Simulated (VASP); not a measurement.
A run of VASP 6.6.1:

INCAR

```
SYSTEM = Si
ALGO = Normal
DIPOL = 0.5 0.5 0.500
EDIFF = 1E-6
ENCUT = 520
GGA = CA
IDIPOL = 3
ISIF = 2
ISMEAR = 0
LASPH = .TRUE.
LCHARG = .FALSE.
LDIPOL = .TRUE.
LREAL = .FALSE.
LWAVE = .FALSE.
NBANDS = 11
NELM = 60
PREC = Accurate
SIGMA = 0.1
```

Contents of KPOINTS:

```
k-points
0
G
  15 15 1
  0 0 0
```

File POSCAR:

```
Si
1.0
    3.8920000000      0.0000000000      0.0000000000
   -1.9460000000      3.3705708715      0.0000000000
    0.0000000000      0.0000000000     28.0000000000
Si
2
Direct
    0.3333333333      0.6666666667      0.5127500000
    0.6666666667      0.3333333333      0.4872500000
```

Potentials or basis: VASP PAW LDA potentials, release 64 (Si).

Run with:

```sh
$ cat potpaw_LDA.64/Si/POTCAR > POTCAR
$ mpirun -np 1 vasp_std > vasp.out
```

Hardware: 1 thread of AMD EPYC 7R43 64-Core Processor (Zen 3) (shared host).

Question: How long does it take, and how much memory?

Answer: It took 3.2 min on 1 thread of AMD EPYC 7R43 64-Core Processor (Zen 3), with other jobs on the host, peak memory 0.34 GiB. Counts: scf iterations 21, k points 27.
